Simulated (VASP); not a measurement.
# TiO2 in VASP: further runs, part 2 of 2

VASP 6.6.1. The steps go on from the part before.

### 3 Single point, PBEsol

INCAR reads:

```
PREC = Accurate
ENCUT = 520
EDIFF = 1E-6
ISMEAR = 0
SIGMA = 0.01
LREAL = F
LASPH = T
NELM = 80
ALGO = Normal
ISIF = 2
LWAVE = F
LCHARG = T
GGA = PS
LELF = T
LVHAR = T
NBANDS = 33
```

KPOINTS reads:

```
regular mesh
0
Gamma
  4 4 3
```

POSCAR reads:

```
TiO2
1.0
    2.7060340000     -2.7066550000      0.0000000000
    2.7060340000      2.7066550000      0.0000000000
   -2.6335310000      0.0000000000      4.7966370000
Ti O
2 4
Direct
    0.1341100000      0.8658900000      0.2500000000
    0.8658900000      0.1341100000      0.7500000000
    0.3312210000      0.0887550000      0.6671490000
    0.6687790000      0.9112450000      0.3328510000
    0.9112450000      0.6687790000      0.8328510000
    0.0684656407      0.3109316407      0.1254531202
```

Potentials or basis: VASP PAW PBE potentials, release 64 (Ti_sv, O).

Started as:

```sh
> cat potpaw_PBE.64/Ti_sv/POTCAR potpaw_PBE.64/O/POTCAR > POTCAR
> mpirun -np 1 vasp_std > vasp.out
```

OUTCAR:

```text
PREC = Accurate
   ENCUT = 520
   EDIFF = 1E-6
   ISMEAR = 0
   LREAL = F
   LASPH = T
   NELM = 80
   ISIF = 2
   GGA = PS

 ion  position               nearest neighbor table
   1  0.134  0.866  0.250-   4 1.93   4 1.98   6 1.98   5 2.00   3 2.00   6 2.03
   2  0.866  0.134  0.750-   6 1.80   5 1.93   3 1.93   3 1.98   5 1.98   4 2.00
   3  0.331  0.089  0.667-   2 1.93   2 1.98   1 2.00
   4  0.669  0.911  0.333-   1 1.93   1 1.98   2 2.00
   5  0.911  0.669  0.833-   2 1.93   2 1.98   1 2.00
   6  0.068  0.311  0.125-   2 1.80   1 1.98   1 2.03

  LATTYP: Found a base centered monoclinic cell.
 ALAT       =     5.4120680000
 B/A-ratio  =     1.0002294871
 C/A-ratio  =     1.0110809974
 COS(beta)  =    -0.4812705001

  Lattice vectors:

 A1 = (   2.7060340000,  -2.7066550000,   0.0000000000)
 A2 = (   2.7060340000,   2.7066550000,   0.0000000000)
 A3 = (  -2.6335310000,   0.0000000000,   4.7966370000)

Analysis of symmetry for initial positions (statically):
=====================================================================
 Subroutine PRICEL returns:
 Original cell was already a primitive cell.

 Routine SETGRP: Setting up the symmetry group for a
 base centered monoclinic supercell.

 Subroutine GETGRP returns: Found  1 space group operations
 (whereof  1 operations were pure point group operations)
 out of a pool of  4 trial point group operations.

The static configuration has the point symmetry C_1 .

Analysis of symmetry for dynamics (positions and initial velocities):
=====================================================================
 Subroutine PRICEL returns:
 Original cell was already a primitive cell.

 Routine SETGRP: Setting up the symmetry group for a
 base centered monoclinic supercell.

 Subroutine GETGRP returns: Found  1 space group operations
 (whereof  1 operations were pure point group operations)
 out of a pool of  4 trial point group operations.

The dynamic configuration has the point symmetry C_1 .

 Subroutine INISYM returns: Found  1 space group operations
 (whereof  1 operations are pure point group operations),
 and found     1 'primitive' translations

----------------------------------------------------------------------------------------

                                     Primitive cell

  volume of cell :      70.2640

  direct lattice vectors                    reciprocal lattice vectors
     2.706034000 -2.706655000  0.000000000     0.184772253 -0.184729860  0.101446796
     2.706034000  2.706655000  0.000000000     0.184772253  0.184729860  0.101446796
    -2.633531000  0.000000000  4.796637000     0.000000000  0.000000000  0.208479399

  length of vectors
     3.827349122  3.827349122  5.472039111     0.280280858  0.280280858  0.208479399

  position of ions in fractional coordinates (direct lattice)
     0.134110000  0.865890000  0.250000000
     0.865890000  0.134110000  0.750000000
     0.331221000  0.088755000  0.667149000
     0.668779000  0.911245000  0.332851000
     0.911245000  0.668779000  0.832851000
     0.068465641  0.310931641  0.125453120

  ion indices of the primitive-cell ions
   primitive index   ion index
                 1           1
[... 31 lines left out ...]

 Following reciprocal coordinates:
            Coordinates               Weight
  0.000000  0.000000  0.000000      1.000000
  0.250000  0.000000  0.000000      2.000000
  0.000000 -0.250000  0.000000      2.000000
  0.500000  0.000000  0.000000      1.000000
  0.000000  0.500000  0.000000      1.000000
  0.250000  0.250000  0.000000      2.000000
[... 16 lines left out ...]
  0.500000  0.500000  0.333333      2.000000
 -0.250000  0.500000  0.333333      2.000000
 [... further k-points ...]
   k-points           NKPTS =     26   k-points in BZ     NKDIM =     26   number of bands    NBANDS=     33
   number of dos      NEDOS =    301   number of ions     NIONS =      6
   total plane-waves  NPLWV =  32928
   dimension x,y,z NGX =    28 NGY =   28 NGZ =   42
   dimension x,y,z NGXF=    56 NGYF=   56 NGZF=   84
   ions per type =               2   4
   NGX,Y,Z   is equivalent  to a cutoff of  12.16, 12.16, 12.76 a.u.
   NGXF,Y,Z  is equivalent  to a cutoff of  24.32, 24.32, 25.52 a.u.
 SYSTEM =  unknown system
   PREC   = accura    normal or accurate (medium, high low for compatibility)
   ISTART =      0    job   : 0-new  1-cont  2-samecut
   ICHARG =      2    charge: 1-file 2-atom 10-const
   ISPIN  =      1    spin polarized calculation?
   LNONCOLLINEAR =      F non collinear calculations
   LSORBIT =      F    spin-orbit coupling
   LASPH  =      T    aspherical Exc in radial PAW
   ENCUT  =  520.0 eV  38.22 Ry    6.18 a.u.   7.12  7.12 10.17*2*pi/ulx,y,z
   NELM   =     80;   NELMIN=  2; NELMDL= -5     # of ELM steps
   EDIFF  = 0.1E-05   stopping-criterion for ELM
   LREAL  =      F    real-space projection
   EDIFFG = 0.1E-04   stopping-criterion for IOM
   NSW    =      0    number of steps for IOM
   IBRION =     -1    ionic relax: 0-MD 1-quasi-New 2-CG
   NFREE  =      0    steps in history (QN), initial steepest desc. (CG)
   ISIF   =      2    stress and relaxation
   ISYM   =      2    0-nonsym 1-usesym 2-fastsym
   POTIM  = 0.5000    time-step for ionic-motion
   TEBEG  =    0.0;   TEEND  =   0.0 temperature during run
   PSTRESS=    0.0 pullay stress
   NELECT =      48.0000    total number of electrons
   NUPDOWN=      -1.0000    fix difference up-down
   EMIN   =  10.00;   EMAX   =-10.00  energy-range for DOS
   EFERMI =   0.00;   METHOD = LEGACY
   ISMEAR =     0;   SIGMA  =   0.01  broadening in eV -4-tet -1-fermi 0-gaus
   EFERMI_NEDOS =   21; number of points for ismear=-14 and -15
   IALGO  =     38    algorithm
   IMIX   =      4    mixing-type and parameters
     AMIX     =   0.40;   BMIX     =  1.00
     AMIX_MAG =   1.60;   BMIX_MAG =  1.00
  volume/ion in A,a.u.               =      11.71        79.03
  Fermi-wavevector in a.u.,A,eV,Ry     =   1.441820  2.724644 28.284385  2.078844
  Thomas-Fermi vector in A             =   2.560409
   LORBIT       =      0    0 simple, 1 ext, 2 COOP (PROOUT), +10 PAW based schemes
   GGA     = PS    functional components
   LHFCALC =     F    Hartree Fock is set to
   AEXX    =    0.0000 exact exchange contribution
   IVDW    =     0    specifies the selected vdW correction
   LEPSILON=     F    determine dielectric tensor
   LRPA    =     F    only Hartree local field effects (RPA)
 non-spin polarized calculation
 Gauss-broadening in eV      SIGMA  =   0.01
  energy-cutoff  :      520.00
  volume of cell :       70.26
 maximum number of plane-waves:      1899
   NGX = 15   NGY = 15   NGZ = 21

 number of electron      47.9999995 magnetization

 Free energy of the ion-electron system (eV)
  ---------------------------------------------------
  ext. energy  EPLUGINS =         0.00000000
  ---------------------------------------------------
  free energy    TOTEN  =       -55.89433199 eV

  energy without entropy =      -55.89433199  energy(sigma->0) =      -55.89433199

 E-fermi :   3.1956     XC(G=0): -10.8284

 val. band max:        3.0118276269   @ k =   0.5000   0.5000   0.0000
 cond. band min:       5.0110648394   @ k =   0.0000   0.0000   0.0000
 fundamental gap:      1.9992372125
 Fermi energy:         3.1956395428

 k-point     1 :       0.0000    0.0000    0.0000
  band No.  band energies     occupation
      1     -53.3749      2.00000
      2     -52.8801      2.00000
      3     -29.8144      2.00000
      4     -29.7017      2.00000
      5     -29.6919      2.00000
      6     -29.3275      2.00000
[... 853 lines left out ...]
     32       9.1919      0.00000
     33      10.1256      0.00000

 [... further k-points ...]

------------------------ aborting loop because EDIFF is reached ----------------------------------------

  FORCE on cell =-STRESS in cart. coord.  units (eV):
  Direction    XX          YY          ZZ          XY          YZ          ZX
  --------------------------------------------------------------------------------------
  -------------------------------------------------------------------------------------
  Total       -2.6909141     -2.6981189      2.1967503      0.3677673     -0.0996821     -0.0686524
  in kB      -61.3588796    -61.5231654     50.0908356      8.3859190     -2.2729759     -1.5654280
  external PRESSURE =     -24.2637365 kB  Pullay stress =       0.0000000 kB

 VOLUME and BASIS-vectors are now :
 -----------------------------------------------------------------------------
  energy-cutoff  :      520.00
  volume of cell :       70.26
      direct lattice vectors                 reciprocal lattice vectors
     2.706034000 -2.706655000  0.000000000     0.184772253 -0.184729860  0.101446796
     2.706034000  2.706655000  0.000000000     0.184772253  0.184729860  0.101446796
    -2.633531000  0.000000000  4.796637000     0.000000000  0.000000000  0.208479399

 POSITION                                       TOTAL-FORCE (eV/Angst)
 -----------------------------------------------------------------------------------
      2.04765      1.98068      1.19916         0.038842      0.066870     -0.473877
      0.73089     -1.98068      3.59748         0.042267      0.051264     -1.311079
     -0.62049     -0.65627      3.20007        -0.022461     -0.001740     -0.776285
      3.39903      0.65627      1.59657        -0.069457      0.008355     -0.601859
      2.08226     -0.65627      3.99488        -0.019399     -0.018540     -0.179312
      0.69628      0.65627      0.60175         0.030207     -0.106209      3.342413
 -----------------------------------------------------------------------------------
    total drift:                               -0.000134     -0.000277     -0.000137

  FREE ENERGIE OF THE ION-ELECTRON SYSTEM (eV)
  ---------------------------------------------------
  free  energy   TOTEN  =       -55.8943319903 eV

  energy  without entropy=      -55.8943319903  energy(sigma->0) =      -55.89433199
```

OSZICAR:

```text
N       E                     dE             d eps       ncg     rms          rms(c)
DAV:   1     0.656241127480E+03    0.65624E+03   -0.24501E+04  1716   0.169E+03
DAV:   2     0.300551619223E+02   -0.62619E+03   -0.57986E+03  1876   0.508E+02
DAV:   3    -0.659987171427E+02   -0.96054E+02   -0.94326E+02  2345   0.190E+02
DAV:   4    -0.721562471840E+02   -0.61575E+01   -0.61426E+01  2629   0.452E+01
DAV:   5    -0.724466128434E+02   -0.29037E+00   -0.29034E+00  2224   0.733E+00    0.319E+01
DAV:   6    -0.561972624760E+02    0.16249E+02   -0.74730E+01  2398   0.880E+01    0.114E+01
DAV:   7    -0.562022620719E+02   -0.49996E-02   -0.14785E+01  2309   0.329E+01    0.957E+00
DAV:   8    -0.559201627991E+02    0.28210E+00   -0.69063E-01  2352   0.987E+00    0.537E+00
DAV:   9    -0.559475094992E+02   -0.27347E-01   -0.66316E-01  2331   0.863E+00    0.233E+00
DAV:  10    -0.558964439166E+02    0.51066E-01   -0.17900E-01  2325   0.480E+00    0.662E-01
DAV:  11    -0.558944714103E+02    0.19725E-02   -0.17261E-02  2181   0.135E+00    0.185E-01
DAV:  12    -0.558943808161E+02    0.90594E-04   -0.39717E-03  2123   0.386E-01    0.901E-02
DAV:  13    -0.558943253488E+02    0.55467E-04   -0.41132E-04  2196   0.183E-01    0.249E-02
DAV:  14    -0.558943279724E+02   -0.26236E-05   -0.83410E-05  2011   0.936E-02    0.132E-02
DAV:  15    -0.558943311045E+02   -0.31321E-05   -0.15571E-05  2248   0.248E-02    0.409E-03
DAV:  16    -0.558943319903E+02   -0.88578E-06   -0.10192E-06  1086   0.748E-03
   1 F= -.55894332E+02 E0= -.55894332E+02  d E =-.216714-150
```

Run time: 37 s. Hardware: 1 thread of Intel Xeon Platinum 8488C (Sapphire Rapids), shared host; peak memory 0.19 GiB.

What came out:

| Property | Result |
| --- | --- |
| Free energy | -55.8943 eV |
| Pressure | -2.4 GPa |
| Largest force | 3.344 eV/Å |
| Band gap on the k mesh | 2.00 eV, indirect (least direct gap 2.20 eV) |

Forces in eV/Å, atoms in the order of the input:
```
Ti   0.039  0.067 -0.474
Ti   0.042  0.051 -1.311
O   -0.022 -0.002 -0.776
O   -0.069  0.008 -0.602
O   -0.019 -0.019 -0.179
O    0.030 -0.106  3.342
```

Levels at points of the mesh, in eV from the valence-band top:
```
           k point  band 22  band 23  band 24  band 25  band 26  band 27
(0.00, 0.00, 0.00)    -0.59    -0.42    -0.32     2.00     2.86     3.70
(0.50, 0.00, 0.00)    -0.89    -0.62    -0.54     3.19     3.42     3.58
(0.00, 0.50, 0.00)    -0.94    -0.85    -0.64     2.91     3.02     3.27
(0.50, 0.50, 0.00)    -1.74    -0.32     0.00     2.87     3.38     3.42
```

Caveat: the k points lie up to 0.44 Å⁻¹ apart; the PAW data sets were made with another functional, which shifts forces and pressure a little. PBEsol gaps usually lie below the measured ones, often by a third to a half.

### 4 Single point, PBEsol

INCAR reads:

```
  PREC = Accurate
  ENCUT = 520
  EDIFF = 1E-7
  ISMEAR = 0
  SIGMA = 0.01
  LREAL = False
  LASPH = True
  NELM = 80
  ALGO = Normal
  ISIF = 2
  LWAVE = False
  LCHARG = True
  GGA = PS
  LELF = True
  LVHAR = True
  NBANDS = 33
```

KPOINTS reads:

```
Automatic mesh
0
Gamma
  4 4 3
```

POSCAR, as its differences from that of step 3:

```diff
@@ -13,2 +13,2 @@
     0.9112450000      0.6687790000      0.8328510000
-    0.0684656407      0.3109316407      0.1254531202
+    0.0786103204      0.3210763204      0.1463010601
```

Started as:

```sh
> cat potpaw_PBE.64/Ti_sv/POTCAR potpaw_PBE.64/O/POTCAR > POTCAR
> mpirun -np 1 vasp_std > vasp.out
```

Run time: 44 s. Hardware: 1 thread of Intel Xeon Platinum 8488C (Sapphire Rapids), shared host; peak memory 0.19 GiB.

The run converged. Its results:

```
Free energy            : -56.1130 eV
Pressure               : -5.2 GPa
Largest force          : 1.186 eV/Å
Band gap on the k mesh : 2.02 eV, indirect (least direct gap 2.31 eV)
```

Forces on the atoms (eV/Å):
```
Ti   0.021  0.064 -0.218
Ti   0.028 -0.017 -0.324
O   -0.005 -0.022 -0.493
O   -0.038  0.024 -0.163
O   -0.017 -0.032  0.013
O    0.012 -0.017  1.186
```

Stress tensor (GPa, compression positive):
```
-6.80  0.27 -0.28
 0.27 -6.83 -0.06
-0.28 -0.06 -2.09
```

Levels at points of the mesh, in eV from the valence-band top:
```
           k point  band 22  band 23  band 24  band 25  band 26  band 27
(0.00, 0.00, 0.00)    -0.67    -0.45    -0.39     2.02     2.78     3.76
(0.50, 0.00, 0.00)    -0.89    -0.74    -0.61     3.20     3.43     3.48
(0.00, 0.50, 0.00)    -0.92    -0.86    -0.62     3.09     3.21     3.30
(0.50, 0.50, 0.00)    -1.80    -0.16     0.00     3.05     3.31     3.47
```

Caveat: the k points lie up to 0.44 Å⁻¹ apart; the PAW data sets were made with another functional, which shifts forces and pressure a little. A k mesh can miss the band edges.

### 5 Single point, PBEsol

INCAR reads:

```
PREC = Accurate ; ENCUT = 520
EDIFF = 1E-7 ; ISMEAR = 0
SIGMA = 0.01 ; LREAL = F
LASPH = T ; NELM = 80
ALGO = Normal ; ISIF = 2
LWAVE = F ; LCHARG = F
GGA = PS ; NBANDS = 33
```

KPOINTS is that of step 4.

POSCAR, as its differences from that of step 4:

```diff
@@ -13,2 +13,2 @@
     0.9112450000      0.6687790000      0.8328510000
-    0.0786103204      0.3210763204      0.1463010601
+    0.0988996796      0.3413656796      0.1879969399
```

Started as:

```sh
> cat potpaw_PBE.64/Ti_sv/POTCAR potpaw_PBE.64/O/POTCAR > POTCAR
> mpirun -np 1 vasp_std > vasp.out
```

Run time: 41 s. Hardware: 1 thread of Intel Xeon Platinum 8488C (Sapphire Rapids), shared host; peak memory 0.19 GiB.

Results (log left out):

- Free energy: -56.0882 eV
- Pressure: -7.8 GPa
- Largest force: 1.111 eV/Å
- Band gap on the k mesh: 1.84 eV, indirect (least direct gap 2.30 eV)

Forces on the atoms (eV/Å):
```
Ti  -0.022  0.049  0.202
Ti  -0.034 -0.082 -0.079
O    0.020 -0.052  0.084
O    0.018  0.050  0.503
O    0.004 -0.040  0.398
O    0.013  0.075 -1.108
```

Stress tensor (GPa, compression positive):
```
-6.98 -0.07 -0.37
-0.07 -7.02  0.00
-0.37  0.00 -9.54
```

Levels at points of the mesh, in eV from the valence-band top:
| k point | band 21 | band 22 | band 23 | band 24 | band 25 | band 26 | band 27 | band 28 |
| --- | --- | --- | --- | --- | --- | --- | --- | --- |
| (0.00, 0.00, 0.00) | -0.91 | -0.86 | -0.57 | -0.55 | 1.84 | 2.58 | 3.40 | 3.49 |
| (0.50, 0.00, 0.00) | -2.02 | -1.09 | -1.07 | -0.74 | 2.94 | 3.05 | 3.09 | 3.42 |
| (0.00, 0.50, 0.00) | -1.99 | -1.03 | -1.02 | -0.75 | 3.03 | 3.16 | 3.19 | 3.63 |
| (0.50, 0.50, 0.00) | -2.38 | -2.08 | -0.15 | 0.00 | 2.97 | 3.16 | 3.33 | 3.78 |

Caveat: the k points lie up to 0.44 Å⁻¹ apart; the PAW data sets were made with another functional, which shifts forces and pressure a little. As with any semilocal functional, this PBEsol gap is likely too small.

### 6 Single point, PBEsol

INCAR reads:

```
SYSTEM = TiO2
PREC = Accurate ; ENCUT = 520
EDIFF = 1E-7 ; ISMEAR = 0
SIGMA = 0.01 ; LREAL = .FALSE.
LASPH = .TRUE. ; NELM = 60
ALGO = Normal ; ISIF = 2
LWAVE = .FALSE. ; LCHARG = .FALSE.
GGA = PS ; NBANDS = 33
```

KPOINTS reads:

```
Automatic mesh
0
G
  4 4 3
  0 0 0
```

POSCAR, as its differences from that of step 5:

```diff
@@ -13,2 +13,2 @@
     0.9112450000      0.6687790000      0.8328510000
-    0.0988996796      0.3413656796      0.1879969399
+    0.1090443593      0.3515103593      0.2088448798
```

Potentials or basis: VASP PAW PBE potentials, release 64 (Ti_sv, O).

Started as:

```sh
> cat potpaw_PBE.64/Ti_sv/POTCAR potpaw_PBE.64/O/POTCAR > POTCAR
> mpirun -np 1 vasp_std > vasp.out
```

It took 44 s on 1 thread of Intel Xeon Platinum 8488C (Sapphire Rapids), shared host; peak memory 0.19 GiB.

It converged, with:

```yaml
Free_energy: -55.9450 eV
Pressure: -8.3 GPa
Largest_force: 1.722 eV/Å
Band_gap_on_the_k_mesh: 1.67 eV, indirect (least direct gap 2.22 eV)
```

Forces on the atoms (eV/Å):
```
Ti  -0.044  0.034  0.397
Ti  -0.068 -0.096 -0.377
O    0.028 -0.064  0.367
O    0.041  0.060  0.735
O    0.020 -0.038  0.596
O    0.024  0.104 -1.719
```

Stress tensor (GPa, compression positive):
```
 -6.77  -0.02  -0.37
 -0.02  -6.81  -0.02
 -0.37  -0.02 -11.22
```

Levels at points of the mesh, in eV from the valence-band top:
```csv
k point,band 21,band 22,band 23,band 24,band 25,band 26,band 27,band 28
"(0.00, 0.00, 0.00)",-1.02,-0.97,-0.65,-0.63,1.67,2.45,3.02,3.21
"(0.50, 0.00, 0.00)",-2.13,-1.23,-1.21,-0.84,2.65,2.82,2.87,3.27
"(0.00, 0.50, 0.00)",-2.07,-1.17,-1.15,-0.87,2.86,2.97,2.98,3.72
"(0.50, 0.50, 0.00)",-2.57,-2.26,-0.29,0.00,2.75,3.03,3.15,3.82
```

Caveat: the k points lie up to 0.44 Å⁻¹ apart; the PAW data sets were made with another functional, which shifts forces and pressure a little. A k mesh can miss the band edges.
